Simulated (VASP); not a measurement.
# Sc (Im-3m) in VASP: further runs

The runs below take Sc through single point, relaxation of the atoms, with PBEsol.

Program: VASP 6.6.1. These are calculated values, not measurements. Logs are shortened: lines on timing, memory, paths and dates and some standing lists are left out, and cuts for length are marked.

## Step 1: The cell of the first run

Symmetry: Im-3m, No. 229, cubic system. Conventional cell: a = 3.390 Å, b = 3.390 Å, c = 3.390 Å, α = 90.00°, β = 90.00°, γ = 90.00°. Sc (site symmetry m-3m) has 14 Sc at 2.94 to 3.39 Å within 3.9 Å.

This isn't the form of Sc at room conditions, which is hcp.

## Step 2: Single point, PBEsol

Contents of INCAR:

```
PREC = Accurate
ENCUT = 520
EDIFF = 1E-6
ISMEAR = -1
SIGMA = 0.0134
LREAL = False
LASPH = True
NELM = 60
ALGO = Normal
ISIF = 2
LWAVE = False
LCHARG = False
GGA = PS
NBANDS = 12
```

Contents of KPOINTS:

```
regular mesh
0
Gamma
  14 14 14
```

Contents of POSCAR:

```
Sc
1.0
   -1.6950560000      1.6950560000      1.6950560000
    1.6950560000     -1.6950560000      1.6950560000
    1.6950560000      1.6950560000     -1.6950560000
Sc
1
Direct
    0.0000000000      0.0000000000      0.0000000000
```

Potentials or basis: VASP PAW PBE potentials, release 64 (Sc_sv).

The run is started by

```
$ cat potpaw_PBE.64/Sc_sv/POTCAR > POTCAR
$ mpirun -np 1 vasp_std > vasp.out
```

OUTCAR:

```text
PREC = Accurate
   ENCUT = 520
   EDIFF = 1E-6
   ISMEAR = -1
   LREAL = False
   LASPH = True
   NELM = 60
   ISIF = 2
   GGA = PS

 ion  position               nearest neighbor table
   1  0.000  0.000  0.000-

  LATTYP: Found a body centered cubic cell.
 ALAT       =     3.3901120000

  Lattice vectors:

 A1 = (  -1.6950560000,   1.6950560000,   1.6950560000)
 A2 = (   1.6950560000,  -1.6950560000,   1.6950560000)
 A3 = (   1.6950560000,   1.6950560000,  -1.6950560000)

Analysis of symmetry for initial positions (statically):
=====================================================================
 Subroutine PRICEL returns:
 Original cell was already a primitive cell.

 Routine SETGRP: Setting up the symmetry group for a
 body centered cubic supercell.

 Subroutine GETGRP returns: Found 48 space group operations
 (whereof 48 operations were pure point group operations)
 out of a pool of 48 trial point group operations.

The static configuration has the point symmetry O_h .

Analysis of symmetry for dynamics (positions and initial velocities):
=====================================================================
 Subroutine PRICEL returns:
 Original cell was already a primitive cell.

 Routine SETGRP: Setting up the symmetry group for a
 body centered cubic supercell.

 Subroutine GETGRP returns: Found 48 space group operations
 (whereof 48 operations were pure point group operations)
 out of a pool of 48 trial point group operations.

The dynamic configuration has the point symmetry O_h .

 Subroutine INISYM returns: Found 48 space group operations
 (whereof 48 operations are pure point group operations),
 and found     1 'primitive' translations

----------------------------------------------------------------------------------------

                                     Primitive cell

  volume of cell :      19.4810

  direct lattice vectors                    reciprocal lattice vectors
    -1.695056000  1.695056000  1.695056000     0.000000000  0.294975505  0.294975505
     1.695056000 -1.695056000  1.695056000     0.294975505  0.000000000  0.294975505
     1.695056000  1.695056000 -1.695056000     0.294975505  0.294975505  0.000000000

  length of vectors
     2.935923114  2.935923114  2.935923114     0.417158360  0.417158360  0.417158360

  position of ions in fractional coordinates (direct lattice)
     0.000000000  0.000000000  0.000000000

  ion indices of the primitive-cell ions
   primitive index   ion index
                 1           1

----------------------------------------------------------------------------------------

 KPOINTS: regular mesh

Automatic generation of k-mesh.
 Grid dimensions read from file:
 generate k-points for:   14   14   14

 Generating k-lattice:

  Cartesian coordinates                     Fractional coordinates (reciprocal lattice)
     0.000000000  0.021069679  0.021069679     0.071428571  0.000000000  0.000000000
     0.021069679  0.000000000  0.021069679     0.000000000  0.071428571  0.000000000
     0.021069679  0.021069679  0.000000000     0.000000000  0.000000000  0.071428571

  Length of vectors
     0.029797026  0.029797026  0.029797026

  Shift w.r.t. Gamma in fractional coordinates (k-lattice)
     0.000000000  0.000000000  0.000000000

 Subroutine IBZKPT returns following result:
 ===========================================

 Found    104 irreducible k-points:

 Following reciprocal coordinates:
            Coordinates               Weight
  0.000000  0.000000  0.000000      1.000000
  0.071429  0.000000  0.000000     12.000000
  0.142857  0.000000  0.000000     12.000000
  0.214286  0.000000  0.000000     12.000000
  0.285714  0.000000  0.000000     12.000000
  0.357143  0.000000  0.000000     12.000000
[... 16 lines left out ...]
  0.285714  0.285714  0.000000     24.000000
  0.357143  0.285714  0.000000     24.000000
 [... further k-points ...]
   k-points           NKPTS =    104   k-points in BZ     NKDIM =    104   number of bands    NBANDS=     12
   number of dos      NEDOS =    301   number of ions     NIONS =      1
   total plane-waves  NPLWV =  13824
   dimension x,y,z NGX =    24 NGY =   24 NGZ =   24
   dimension x,y,z NGXF=    48 NGYF=   48 NGZF=   48
   ions per type =               1
   NGX,Y,Z   is equivalent  to a cutoff of  13.59, 13.59, 13.59 a.u.
   NGXF,Y,Z  is equivalent  to a cutoff of  27.18, 27.18, 27.18 a.u.
 SYSTEM =  unknown system
   PREC   = accura    normal or accurate (medium, high low for compatibility)
   ISTART =      0    job   : 0-new  1-cont  2-samecut
   ICHARG =      2    charge: 1-file 2-atom 10-const
   ISPIN  =      1    spin polarized calculation?
   LNONCOLLINEAR =      F non collinear calculations
   LSORBIT =      F    spin-orbit coupling
   LASPH  =      T    aspherical Exc in radial PAW
   ENCUT  =  520.0 eV  38.22 Ry    6.18 a.u.   5.46  5.46  5.46*2*pi/ulx,y,z
   NELM   =     60;   NELMIN=  2; NELMDL= -5     # of ELM steps
   EDIFF  = 0.1E-05   stopping-criterion for ELM
   LREAL  =      F    real-space projection
   EDIFFG = 0.1E-04   stopping-criterion for IOM
   NSW    =      0    number of steps for IOM
   IBRION =     -1    ionic relax: 0-MD 1-quasi-New 2-CG
   NFREE  =      0    steps in history (QN), initial steepest desc. (CG)
   ISIF   =      2    stress and relaxation
   ISYM   =      2    0-nonsym 1-usesym 2-fastsym
   POTIM  = 0.5000    time-step for ionic-motion
   TEBEG  =    0.0;   TEEND  =   0.0 temperature during run
   PSTRESS=    0.0 pullay stress
   NELECT =      11.0000    total number of electrons
   NUPDOWN=      -1.0000    fix difference up-down
   EMIN   =  10.00;   EMAX   =-10.00  energy-range for DOS
   EFERMI =   0.00;   METHOD = LEGACY
   ISMEAR =    -1;   SIGMA  =   0.01  broadening in eV -4-tet -1-fermi 0-gaus
   EFERMI_NEDOS =   21; number of points for ismear=-14 and -15
   IALGO  =     38    algorithm
   IMIX   =      4    mixing-type and parameters
     AMIX     =   0.40;   BMIX     =  1.00
     AMIX_MAG =   1.60;   BMIX_MAG =  1.00
  volume/ion in A,a.u.               =      19.48       131.46
  Fermi-wavevector in a.u.,A,eV,Ry     =   1.353116  2.557018 24.911216  1.830923
  Thomas-Fermi vector in A             =   2.480398
   LORBIT       =      0    0 simple, 1 ext, 2 COOP (PROOUT), +10 PAW based schemes
   GGA     = PS    functional components
   LHFCALC =     F    Hartree Fock is set to
   AEXX    =    0.0000 exact exchange contribution
   IVDW    =     0    specifies the selected vdW correction
   LEPSILON=     F    determine dielectric tensor
   LRPA    =     F    only Hartree local field effects (RPA)
 non-spin polarized calculation
  energy-cutoff  :      520.00
  volume of cell :       19.48
 maximum number of plane-waves:       543
 NGX is ok and might be reduce to    24
   NGX = 11   NGY = 11   NGZ = 11

 number of electron      10.9999997 magnetization

 Free energy of the ion-electron system (eV)
  ---------------------------------------------------
  ext. energy  EPLUGINS =         0.00000000
  ---------------------------------------------------
  free energy    TOTEN  =        -6.30975823 eV

  energy without entropy =       -6.30803858  energy(sigma->0) =       -6.30889841

 E-fermi :   5.1985     XC(G=0): -10.9987

 val. band max:        5.1846295681   @ k =   0.2143   0.1429   0.1429
 cond. band min:       5.1989003297   @ k =   0.3571   0.2143   0.0000
 fundamental gap:      0.0142707617
 Fermi energy:         5.1984573944

 k-point     1 :       0.0000    0.0000    0.0000
  band No.  band energies     occupation
      1     -43.5976      2.00000
      2     -21.8760      2.00000
      3     -21.8760      2.00000
      4     -21.8760      2.00000
      5      -0.4257      2.00000
      6       6.9400      0.00000
      7       6.9400      0.00000
      8       6.9400      0.00000
      9       8.8382      0.00000
     10       8.8382      0.00000
     11      20.9162      0.00000
     12      20.9162      0.00000

 k-point     2 :       0.0714    0.0000    0.0000
  band No.  band energies     occupation
      1     -43.5892      2.00000
      2     -21.9215      2.00000
      3     -21.8894      2.00000
      4     -21.8765      2.00000
      5      -0.2541      2.00000
      6       6.8447      0.00000
      7       6.9041      0.00000
      8       7.0778      0.00000
      9       8.7208      0.00000
     10       8.8424      0.00000
     11      20.8486      0.00000
     12      20.9427      0.00000

 k-point     3 :       0.1429    0.0000    0.0000
  band No.  band energies     occupation
      1     -43.5656      2.00000
      2     -22.0471      2.00000
      3     -21.9267      2.00000
      4     -21.8776      2.00000
      5       0.2379      2.00000
      6       6.5897      0.00000
      7       6.7336      0.00000
      8       7.4797      0.00000
      9       8.5190      0.00000
     10       8.8634      0.00000
     11      20.4340      0.00000
     12      20.8072      0.00000

 k-point     4 :       0.2143    0.0000    0.0000
  band No.  band energies     occupation
      1     -43.5312      2.00000
      2     -22.2246      2.00000
      3     -21.9801      2.00000
      4     -21.8794      2.00000
      5       0.9783      2.00000
      6       6.2483      0.00000
      7       6.3706      0.00000
      8       8.1091      0.00000
      9       8.4771      0.00000
     10       8.9175      0.00000
     11      19.3843      0.00000
     12      20.1490      0.00000

 k-point     5 :       0.2857    0.0000    0.0000
  band No.  band energies     occupation
      1     -43.4929      2.00000
      2     -22.4163      2.00000
      3     -22.0387      2.00000
      4     -21.8813      2.00000
      5       1.8273      2.00000
      6       5.9001      0.00000
      7       5.9918      0.00000
      8       8.6020      0.00000
      9       8.8969      0.00000
     10       9.0137      0.00000
     11      17.8520      0.00000
     12      19.1486      0.00000

 k-point     6 :       0.3571    0.0000    0.0000
  band No.  band energies     occupation
      1     -43.4581      2.00000
      2     -22.5847      2.00000
      3     -22.0909      2.00000
      4     -21.8832      2.00000
      5       2.5479      2.00000
      6       5.6094      0.00000
      7       5.8817      0.00000
      8       8.7621      0.00000
      9       9.1383      0.00000
     10       9.7245      0.00000
     11      16.2613      0.00000
     12      18.2003      0.00000

 k-point     7 :       0.4286    0.0000    0.0000
  band No.  band energies     occupation
      1     -43.4339      2.00000
      2     -22.6989      2.00000
      3     -22.1267      2.00000
      4     -21.8844      2.00000
      5       2.9207      2.00000
      6       5.4190      0.00000
      7       6.1326      0.00000
      8       8.8487      0.00000
      9       9.2499      0.00000
     10      10.3980      0.00000
     11      15.0280      0.00000
     12      17.5421      0.00000

 k-point     8 :       0.5000    0.0000    0.0000
  band No.  band energies     occupation
      1     -43.4252      2.00000
      2     -22.7393      2.00000
      3     -22.1395      2.00000
      4     -21.8849      2.00000
      5       3.0089      2.00000
      6       5.3530      0.00002
      7       6.3378      0.00000
      8       8.8571      0.00000
      9       9.2957      0.00000
     10      10.6674      0.00000
     11      14.5498      0.00000
     12      17.3069      0.00000
[... 166 lines left out ...]
 k-point    20 :       0.2143    0.2143    0.0000
  band No.  band energies     occupation
      1     -43.4491      2.00000
      2     -22.5344      2.00000
      3     -22.1390      2.00000
      4     -21.9502      2.00000
      5       3.0215      2.00000
      6       5.2699      0.00964
      7       5.7465      0.00000
      8       8.4603      0.00000
      9       9.3147      0.00000
     10      10.2557      0.00000
     11      16.9381      0.00000
     12      17.3078      0.00000

 k-point    21 :       0.2857    0.2143   -0.0000
  band No.  band energies     occupation
      1     -43.4254      2.00000
      2     -22.5905      2.00000
      3     -22.2237      2.00000
      4     -21.9617      2.00000
      5       3.6558      2.00000
      6       5.0883      1.99946
      7       5.6203      0.00000
      8       8.6500      0.00000
      9       9.3450      0.00000
     10      11.1730      0.00000
     11      15.5097      0.00000
     12      16.5051      0.00000

 k-point    22 :       0.3571    0.2143    0.0000
  band No.  band energies     occupation
      1     -43.4122      2.00000
      2     -22.6143      2.00000
      3     -22.2792      2.00000
      4     -21.9666      2.00000
      5       3.9095      2.00000
      6       5.1989      0.98347
      7       5.4989      0.00000
      8       8.7879      0.00000
      9       9.3897      0.00000
     10      11.9080      0.00000
     11      14.4052      0.00000
     12      16.0329      0.00000

 k-point    23 :       0.2857    0.2857    0.0000
  band No.  band energies     occupation
      1     -43.4103      2.00000
      2     -22.5659      2.00000
      3     -22.3326      2.00000
      4     -21.9762      2.00000
      5       4.2444      2.00000
      6       4.9157      2.00000
      7       5.4295      0.00000
      8       8.8480      0.00000
      9       9.3062      0.00000
     10      12.2137      0.00000
     11      14.8291      0.00000
     12      15.1205      0.00000

 k-point    24 :       0.3571    0.2857    0.0000
  band No.  band energies     occupation
      1     -43.4049      2.00000
      2     -22.5321      2.00000
      3     -22.3974      2.00000
      4     -21.9805      2.00000
      5       4.4594      2.00000
      6       5.0597      1.99994
      7       5.1545      1.92758
      8       8.9860      0.00000
      9       9.2578      0.00000
     10      12.9863      0.00000
     11      14.0775      0.00000
     12      14.6855      0.00000

 [... further k-points ...]
[... 5 lines left out ...]
  --------------------------------------------------------------------------------------
  -------------------------------------------------------------------------------------
  Total        1.8560944      1.8560944      1.8560944     -0.0000000     -0.0000000      0.0000000
  in kB      152.6505950    152.6505950    152.6505950     -0.0000000     -0.0000000      0.0000000
  external PRESSURE =     152.6505950 kB  Pullay stress =       0.0000000 kB

 VOLUME and BASIS-vectors are now :
 -----------------------------------------------------------------------------
  energy-cutoff  :      520.00
  volume of cell :       19.48
      direct lattice vectors                 reciprocal lattice vectors
    -1.695056000  1.695056000  1.695056000     0.000000000  0.294975505  0.294975505
     1.695056000 -1.695056000  1.695056000     0.294975505  0.000000000  0.294975505
     1.695056000  1.695056000 -1.695056000     0.294975505  0.294975505  0.000000000

 POSITION                                       TOTAL-FORCE (eV/Angst)
 -----------------------------------------------------------------------------------
      0.00000      0.00000      0.00000        -0.000000      0.000000     -0.000000
 -----------------------------------------------------------------------------------
    total drift:                               -0.000000      0.000000      0.000000

  FREE ENERGIE OF THE ION-ELECTRON SYSTEM (eV)
  ---------------------------------------------------
  free  energy   TOTEN  =        -6.3097582328 eV

  energy  without entropy=       -6.3080385793  energy(sigma->0) =       -6.30889841
```

It took 17 s on 1 thread of AMD EPYC 9R14 (Zen 4), shared host; peak memory 0.12 GiB.

What came out:

```
Free energy            : -6.3098 eV
Pressure               : 15.3 GPa
Band gap on the k mesh : zero (an odd number of electrons rules out a gap without spin polarisation)
```

Caveat: the cell stands under pressure; the PAW data sets were made with another functional, which shifts forces and pressure a little.

[end of part 1 of 2]
